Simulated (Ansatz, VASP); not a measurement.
# Ir in VASP and in Ansatz

Contents of INCAR:

```
SYSTEM = Ir
PREC = Accurate ; ENCUT = 500
EDIFF = 1E-6 ; ISMEAR = 0
SIGMA = 0.15 ; LREAL = .False.
LASPH = .True. ; NELM = 120
ALGO = Normal ; ISIF = 2
LWAVE = .False. ; LCHARG = .False.
GGA = PS ; NBANDS = 10
GGA_COMPAT = .False.
```

Contents of KPOINTS:

```
regular mesh
0
Gamma
  16 16 16
  0 0 0
```

POSCAR

```
Ir
1.0
    0.0000000000      1.9151152069      1.9151152069
    1.9151152069      0.0000000000      1.9151152069
    1.9151152069      1.9151152069      0.0000000000
Ir
1
Direct
    0.0000000000      0.0000000000      0.0000000000
```

Input for Ansatz:

```yaml
crystal:
  lattice:
    - [0.0, 1.9151152069, 1.9151152069]
    - [1.9151152069, 0.0, 1.9151152069]
    - [1.9151152069, 1.9151152069, 0.0]
  atoms:
    - { symbol: Ir, position: [0.0, 0.0, 0.0] }
basis:
  ecutwfc: 420
kpoints:
  mp_grid: { grid: [16, 16, 16] }
hamiltonian:
  xc: pbesol
scf:
  occupations: { method: gaussian, width: 0.15 }
output:
  forces: true
  stress: true
  eigenvalues: true
```

Alike in both runs: task single point; functional PBEsol; k mesh 16 × 16 × 16; occupations gaussian, width 0.15 eV; no spin polarisation.

|  | VASP | Ansatz |
| --- | --- | --- |
| version | VASP 6.6.1 | Ansatz 0.2.0 |
| potentials or method | VASP PAW PBE potentials, release 64 (Ir), cutoff 500 eV | scalar-relativistic, plane waves, PAW |
| valence electrons in the cell | 9 | 17 |

```csv
,VASP,Ansatz,Ansatz less VASP
gap on the k mesh at the Fermi level (eV),none,none,-
pressure (GPa),1.3,0.4,-0.97
```

VASP's potentials were made for PBE, not for PBEsol. A gap of «none» marks a metal or a gap that the smearing closes. The functional is the same, so the differences come from potentials, cutoffs and numerics. VASP's potentials hold 9 valence electrons a cell and Ansatz's 17, so a difference there can come from the potentials and not from the codes.

Spin-orbit coupling is off throughout.
